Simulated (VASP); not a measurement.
# GaAs (I-4m2) in VASP: notebook

Runs on GaAs. Level: LDA. Tasks: single point.

Everything below comes from runs of VASP 6.6.1. Logs are shortened: lines on timing, memory, paths and dates and some standing lists are left out, and cuts for length are marked.

## 1. The cell of the first run

It takes space group I-4m2 (No. 119, tetragonal). The conventional cell has a = 3.878 Å, b = 3.878 Å, c = 5.654 Å, α = 90.00°, β = 90.00°, γ = 90.00°. Ga (site symmetry -4m2) has 4 As at 2.40 Å within 3.2 Å. As (site symmetry -4m2) has 4 Ga at 2.40 Å within 3.2 Å.

## 2. Single point, LDA (equal xx and yy strain of -3 %)

Input file INCAR:

```
SYSTEM = GaAs
  PREC = Accurate
  ENCUT = 520
  EDIFF = 1E-6
  ISMEAR = -1
  SIGMA = 0.05
  LREAL = .False.
  LASPH = .True.
  NELM = 60
  ALGO = Normal
  ISIF = 2
  LWAVE = .False.
  LCHARG = .True.
  GGA = CA
  LELF = .True.
  LVHAR = .True.
  NBANDS = 16
```

Input file KPOINTS:

```
regular mesh
0
Gamma
  11 11 11
  0 0 0
```

Input file POSCAR:

```
GaAs
1.0
    0.0000000000      2.7420445000      2.8268500000
    2.7420445000      0.0000000000      2.8268500000
    2.7420445000      2.7420445000      0.0000000000
Ga As
1 1
Direct
    0.0000000000      0.0000000000      0.0000000000
    0.7500000000      0.7500000000      0.7500000000
```

Potentials or basis: VASP PAW LDA potentials, release 64 (Ga_d, As).

On the command line:

```console
$ cat potpaw_LDA.64/Ga_d/POTCAR potpaw_LDA.64/As/POTCAR > POTCAR
$ mpirun -np 1 vasp_std > vasp.out
```

OUTCAR:

```text
SYSTEM = GaAs
   PREC = Accurate
   ENCUT = 520
   EDIFF = 1E-6
   ISMEAR = -1
   LREAL = .False.
   LASPH = .True.
   NELM = 60
   ISIF = 2
   GGA = CA

 ion  position               nearest neighbor table
   1  0.000  0.000  0.000-   2 2.40   2 2.40   2 2.40   2 2.40
   2  0.750  0.750  0.750-   1 2.40   1 2.40   1 2.40   1 2.40

  LATTYP: Found a body centered tetragonal cell.
 ALAT       =     3.8778365205
 C/A-ratio  =     1.4579521262

  Lattice vectors:

 A1 = (  -2.7420445000,   0.0000000000,   2.8268500000)
 A2 = (   2.7420445000,   0.0000000000,   2.8268500000)
 A3 = (   0.0000000000,   2.7420445000,  -2.8268500000)

Analysis of symmetry for initial positions (statically):
=====================================================================
 Subroutine PRICEL returns:
 Original cell was already a primitive cell.

 Routine SETGRP: Setting up the symmetry group for a
 body centered tetragonal supercell.

 Subroutine GETGRP returns: Found  8 space group operations
 (whereof  8 operations were pure point group operations)
 out of a pool of 16 trial point group operations.

The static configuration has the point symmetry D_2d.

Analysis of symmetry for dynamics (positions and initial velocities):
=====================================================================
 Subroutine PRICEL returns:
 Original cell was already a primitive cell.

 Routine SETGRP: Setting up the symmetry group for a
 body centered tetragonal supercell.

 Subroutine GETGRP returns: Found  8 space group operations
 (whereof  8 operations were pure point group operations)
 out of a pool of 16 trial point group operations.

The dynamic configuration has the point symmetry D_2d.

 Subroutine INISYM returns: Found  8 space group operations
 (whereof  8 operations are pure point group operations),
 and found     1 'primitive' translations

----------------------------------------------------------------------------------------

                                     Primitive cell

  volume of cell :      42.5091

  direct lattice vectors                    reciprocal lattice vectors
     0.000000000  2.742044500  2.826850000    -0.182345691  0.182345691  0.176875321
     2.742044500  0.000000000  2.826850000     0.182345691 -0.182345691  0.176875321
     2.742044500  2.742044500  0.000000000     0.182345691  0.182345691 -0.176875321

  length of vectors
     3.938259636  3.938259636  3.877836521     0.312705582  0.312705582  0.312705582

  position of ions in fractional coordinates (direct lattice)
     0.000000000  0.000000000  0.000000000
     0.750000000  0.750000000  0.750000000

  ion indices of the primitive-cell ions
   primitive index   ion index
                 1           1
                 2           2

----------------------------------------------------------------------------------------

 KPOINTS: regular mesh

Automatic generation of k-mesh.
 Grid dimensions read from file:
 generate k-points for:   11   11   11

 Generating k-lattice:

  Cartesian coordinates                     Fractional coordinates (reciprocal lattice)
    -0.016576881  0.016576881  0.016079575     0.090909091  0.000000000  0.000000000
     0.016576881 -0.016576881  0.016079575     0.000000000  0.090909091  0.000000000
     0.016576881  0.016576881 -0.016079575     0.000000000  0.000000000  0.090909091

  Length of vectors
     0.028427780  0.028427780  0.028427780

  Shift w.r.t. Gamma in fractional coordinates (k-lattice)
     0.000000000  0.000000000  0.000000000

 Subroutine IBZKPT returns following result:
 ===========================================

 Found    126 irreducible k-points:

 Following reciprocal coordinates:
            Coordinates               Weight
  0.000000  0.000000  0.000000      1.000000
  0.090909 -0.000000  0.000000      8.000000
  0.181818  0.000000  0.000000      8.000000
  0.272727 -0.000000  0.000000      8.000000
  0.363636  0.000000  0.000000      8.000000
  0.454545 -0.000000  0.000000      8.000000
[... 16 lines left out ...]
 -0.272727  0.181818  0.000000      8.000000
 -0.181818  0.181818  0.000000      4.000000
 [... further k-points ...]
   k-points           NKPTS =    126   k-points in BZ     NKDIM =    126   number of bands    NBANDS=     16
   number of dos      NEDOS =    301   number of ions     NIONS =      2
   total plane-waves  NPLWV =  27000
   dimension x,y,z NGX =    30 NGY =   30 NGZ =   30
   dimension x,y,z NGXF=    60 NGYF=   60 NGZF=   60
   ions per type =               1   1
   NGX,Y,Z   is equivalent  to a cutoff of  12.66, 12.66, 12.86 a.u.
   NGXF,Y,Z  is equivalent  to a cutoff of  25.33, 25.33, 25.72 a.u.
 SYSTEM =  GaAs
   PREC   = accura    normal or accurate (medium, high low for compatibility)
   ISTART =      0    job   : 0-new  1-cont  2-samecut
   ICHARG =      2    charge: 1-file 2-atom 10-const
   ISPIN  =      1    spin polarized calculation?
   LNONCOLLINEAR =      F non collinear calculations
   LSORBIT =      F    spin-orbit coupling
   LASPH  =      T    aspherical Exc in radial PAW
   ENCUT  =  520.0 eV  38.22 Ry    6.18 a.u.   7.32  7.32  7.21*2*pi/ulx,y,z
   NELM   =     60;   NELMIN=  2; NELMDL= -5     # of ELM steps
   EDIFF  = 0.1E-05   stopping-criterion for ELM
   LREAL  =      F    real-space projection
   EDIFFG = 0.1E-04   stopping-criterion for IOM
   NSW    =      0    number of steps for IOM
   IBRION =     -1    ionic relax: 0-MD 1-quasi-New 2-CG
   NFREE  =      0    steps in history (QN), initial steepest desc. (CG)
   ISIF   =      2    stress and relaxation
   ISYM   =      2    0-nonsym 1-usesym 2-fastsym
   POTIM  = 0.5000    time-step for ionic-motion
   TEBEG  =    0.0;   TEEND  =   0.0 temperature during run
   PSTRESS=    0.0 pullay stress
   NELECT =      18.0000    total number of electrons
   NUPDOWN=      -1.0000    fix difference up-down
   EMIN   =  10.00;   EMAX   =-10.00  energy-range for DOS
   EFERMI =   0.00;   METHOD = LEGACY
   ISMEAR =    -1;   SIGMA  =   0.05  broadening in eV -4-tet -1-fermi 0-gaus
   EFERMI_NEDOS =   21; number of points for ismear=-14 and -15
   IALGO  =     38    algorithm
   IMIX   =      4    mixing-type and parameters
     AMIX     =   0.40;   BMIX     =  1.00
     AMIX_MAG =   1.60;   BMIX_MAG =  1.00
  volume/ion in A,a.u.               =      21.25       143.43
  Fermi-wavevector in a.u.,A,eV,Ry     =   1.229339  2.323114 20.562144  1.511275
  Thomas-Fermi vector in A             =   2.364230
   LORBIT       =      0    0 simple, 1 ext, 2 COOP (PROOUT), +10 PAW based schemes
   GGA     = CA    functional components
   LHFCALC =     F    Hartree Fock is set to
   AEXX    =    0.0000 exact exchange contribution
   IVDW    =     0    specifies the selected vdW correction
   LEPSILON=     F    determine dielectric tensor
   LRPA    =     F    only Hartree local field effects (RPA)
 non-spin polarized calculation
  energy-cutoff  :      520.00
  volume of cell :       42.51
 maximum number of plane-waves:      1165
 NGX is ok and might be reduce to    30
   NGX = 15   NGY = 15   NGZ = 15

 number of electron      18.0000007 magnetization

 Free energy of the ion-electron system (eV)
  ---------------------------------------------------
  ext. energy  EPLUGINS =         0.00000000
  ---------------------------------------------------
  free energy    TOTEN  =        -9.62084414 eV

  energy without entropy =       -9.62084252  energy(sigma->0) =       -9.62084333

 E-fermi :   4.8543     XC(G=0): -10.1847

 val. band max:        4.4656022599   @ k =   0.0000   0.0000   0.0000
 cond. band min:       5.1933146903   @ k =   0.0000   0.0000   0.0000
 fundamental gap:      0.7277124304
 Fermi energy:         4.8543146631

 k-point     1 :       0.0000    0.0000    0.0000
  band No.  band energies     occupation
      1     -10.6545      2.00000
      2     -10.6471      2.00000
      3     -10.6471      2.00000
      4     -10.5571      2.00000
      5     -10.5547      2.00000
      6      -8.8149      2.00000
[... 8 lines left out ...]
     15      14.3863      0.00000
     16      15.0433      0.00000

 k-point     2 :       0.0909   -0.0000    0.0000
  band No.  band energies     occupation
      1     -10.6602      2.00000
      2     -10.6487      2.00000
      3     -10.6448      2.00000
      4     -10.5574      2.00000
      5     -10.5547      2.00000
      6      -8.7086      2.00000
[... 8 lines left out ...]
     15      13.7543      0.00000
     16      14.2865      0.00000

 k-point     3 :       0.1818    0.0000    0.0000
  band No.  band energies     occupation
      1     -10.6831      2.00000
      2     -10.6435      2.00000
      3     -10.6389      2.00000
      4     -10.5579      2.00000
      5     -10.5543      2.00000
      6      -8.4008      2.00000
[... 8 lines left out ...]
     15      13.5357      0.00000
     16      13.6251      0.00000

 k-point     4 :       0.2727   -0.0000    0.0000
  band No.  band energies     occupation
      1     -10.7107      2.00000
      2     -10.6367      2.00000
      3     -10.6320      2.00000
      4     -10.5576      2.00000
      5     -10.5527      2.00000
      6      -7.9268      2.00000
[... 8 lines left out ...]
     15      13.6649      0.00000
     16      13.6753      0.00000
[... 324 lines left out ...]
 k-point    22 :      -0.3636    0.1818    0.0000
  band No.  band energies     occupation
      1     -10.7498      2.00000
      2     -10.6238      2.00000
      3     -10.6159      2.00000
      4     -10.5581      2.00000
      5     -10.5528      2.00000
      6      -6.7523      2.00000
[... 8 lines left out ...]
     15      14.3060      0.00000
     16      15.9672      0.00000

 k-point    23 :      -0.2727    0.1818    0.0000
  band No.  band energies     occupation
      1     -10.7370      2.00000
      2     -10.6265      2.00000
      3     -10.6217      2.00000
      4     -10.5614      2.00000
      5     -10.5513      2.00000
      6      -7.2333      2.00000
[... 8 lines left out ...]
     15      14.8890      0.00000
     16      16.8695      0.00000

 k-point    24 :      -0.1818    0.1818    0.0000
  band No.  band energies     occupation
      1     -10.7183      2.00000
      2     -10.6313      2.00000
      3     -10.6293      2.00000
      4     -10.5622      2.00000
      5     -10.5514      2.00000
      6      -7.7528      2.00000
[... 8 lines left out ...]
     15      14.7739      0.00000
     16      15.5262      0.00000

 [... further k-points ...]
[... 5 lines left out ...]
  --------------------------------------------------------------------------------------
  -------------------------------------------------------------------------------------
  Total        1.0036256      1.0036256      0.4545174      0.0000000      0.0000000      0.0000000
  in kB       37.8268816     37.8268816     17.1308665      0.0000000      0.0000000      0.0000000
  external PRESSURE =      30.9282099 kB  Pullay stress =       0.0000000 kB

 VOLUME and BASIS-vectors are now :
 -----------------------------------------------------------------------------
  energy-cutoff  :      520.00
  volume of cell :       42.51
      direct lattice vectors                 reciprocal lattice vectors
     0.000000000  2.742044500  2.826850000    -0.182345691  0.182345691  0.176875321
     2.742044500  0.000000000  2.826850000     0.182345691 -0.182345691  0.176875321
     2.742044500  2.742044500  0.000000000     0.182345691  0.182345691 -0.176875321

 POSITION                                       TOTAL-FORCE (eV/Angst)
 -----------------------------------------------------------------------------------
      0.00000      0.00000      0.00000        -0.000000      0.000000      0.000000
      4.11307      4.11307      4.24027         0.000000     -0.000000      0.000000
 -----------------------------------------------------------------------------------
    total drift:                                0.000001      0.000001     -0.000001

  FREE ENERGIE OF THE ION-ELECTRON SYSTEM (eV)
  ---------------------------------------------------
  free  energy   TOTEN  =        -9.6208441433 eV

  energy  without entropy=       -9.6208425225  energy(sigma->0) =       -9.62084333
```

Run time: 75 s. Hardware: 1 thread of Intel Xeon 6975P-C (Granite Rapids), shared host; peak memory 0.22 GiB.

What came out:

| Quantity | Value |
| --- | --- |
| Free energy | -9.6208 eV |
| Pressure | 3.1 GPa |
| Band gap on the k mesh | 0.73 eV |

Stress tensor (GPa, compression positive):
```
3.78 0.00 0.00
0.00 3.78 0.00
0.00 0.00 1.71
```

Caveat: the cell differs from its parent crystal (equal xx and yy strain of -3 %); the cell stands under pressure; an odd mesh through Γ misses points on the zone boundary, where band edges can lie.

## 3. Single point, LDA (equal xx and yy strain of -2 %)

Input file INCAR:

```
SYSTEM = GaAs
PREC = Accurate ; ENCUT = 520
EDIFF = 1E-7 ; ISMEAR = -1
SIGMA = 0.05 ; LREAL = .False.
LASPH = .True. ; NELM = 100
ALGO = Normal ; ISIF = 2
LWAVE = .False. ; LCHARG = .False.
GGA = CA ; NBANDS = 16
```

KPOINTS is that of step 2.

Input file POSCAR:

```
GaAs
1.0
    0.0000000000      2.7703130000      2.8268500000
    2.7703130000      0.0000000000      2.8268500000
    2.7703130000      2.7703130000      0.0000000000
Ga As
1 1
Direct
    0.0000000000      0.0000000000      0.0000000000
    0.7500000000      0.7500000000      0.7500000000
```

Potentials or basis: VASP PAW LDA potentials, release 64 (Ga_d, As).

On the command line:

```console
$ cat potpaw_LDA.64/Ga_d/POTCAR potpaw_LDA.64/As/POTCAR > POTCAR
$ mpirun -np 1 vasp_std > vasp.out
```

Wall time 79 s (1 thread of Intel Xeon 6975P-C (Granite Rapids), shared host); peak memory 0.21 GiB.

The run converged. Its results:

- Free energy: -9.6361 eV
- Pressure: 1.4 GPa
- Band gap on the k mesh: 0.60 eV

Stress tensor (GPa, compression positive):
```
1.81 0.00 0.00
0.00 1.81 0.00
0.00 0.00 0.47
```

Levels at points of the mesh, in eV from the valence-band top:
| k point | band 7 | band 8 | band 9 | band 10 | band 11 | band 12 |
| --- | --- | --- | --- | --- | --- | --- |
| (0.00, 0.00, 0.00) | -0.12 | 0.00 | 0.00 | 0.60 | 3.63 | 3.63 |

Caveat: the cell differs from its parent crystal (equal xx and yy strain of -2 %); an odd mesh through Γ misses points on the zone boundary, where band edges can lie.

## 4. Single point, LDA (zz strain of -3 %)

Input file INCAR:

```
SYSTEM = GaAs
ALGO = Normal
EDIFF = 1E-6
ENCUT = 520
ISIF = 2
ISMEAR = -1
LASPH = .TRUE.
LCHARG = .TRUE.
LELF = .TRUE.
LREAL = .FALSE.
LVHAR = .TRUE.
LWAVE = .FALSE.
NBANDS = 16
NELM = 100
PREC = Accurate
SIGMA = 0.05
```

Input file KPOINTS:

```
k-points
0
G
  11 11 11
  0 0 0
```

Input file POSCAR:

```
GaAs
1.0
    0.0000000000      2.8268500000      2.7420445000
    2.8268500000      0.0000000000      2.7420445000
    2.8268500000      2.8268500000      0.0000000000
Ga As
1 1
Direct
    0.0000000000      0.0000000000      0.0000000000
    0.7500000000      0.7500000000      0.7500000000
```

On the command line:

```console
$ cat potpaw_LDA.64/Ga_d/POTCAR potpaw_LDA.64/As/POTCAR > POTCAR
$ mpirun -np 1 vasp_std > vasp.out
```

It took 91 s on 1 thread of Intel Xeon 6975P-C (Granite Rapids), shared host; peak memory 0.21 GiB.

It converged, with:

```
Free energy            : -9.6361 eV
Pressure               : 0.6 GPa
Band gap on the k mesh : 0.44 eV
```

Stress tensor (GPa, compression positive):
```
-0.03  0.00  0.00
 0.00 -0.03  0.00
 0.00  0.00  1.79
```

Levels at points of the mesh, in eV from the valence-band top:
```
           k point  band 7  band 8  band 9  band 10  band 11  band 12
(0.00, 0.00, 0.00)   -0.17   -0.17    0.00     0.44     3.52     3.60
```

Caveat: the cell differs from its parent crystal (zz strain of -3 %); an odd mesh through Γ misses points on the zone boundary, where band edges can lie.

## 5. Summary

| cell | gap on the mesh (eV) | pressure (GPa) |
| --- | --- | --- |
| a = 3.938, b = 3.938, c = 3.878 Å, angles 60.5, 60.5, 59.0°, 2 atoms | 0.73 | 3.1 |
| a = 3.958, b = 3.958, c = 3.918 Å, angles 60.3, 60.3, 59.3°, 2 atoms | 0.60 | 1.4 |
| a = 3.938, b = 3.938, c = 3.998 Å, angles 59.5, 59.5, 61.0°, 2 atoms | 0.44 | 0.6 |

Alike in all rows: task single point; level LDA; potentials or basis VASP PAW LDA potentials, release 64 (Ga_d, As); no spin polarisation; k mesh 11 × 11 × 11; cutoff (eV) 520; smearing fermi-dirac 0.05 eV.

Caveats: an odd mesh through Γ misses points on the zone boundary, where band edges can lie; the cell stands under pressure (at least some runs).

Total energies depend on the potentials used, so only differences within one code and one set of settings carry meaning.
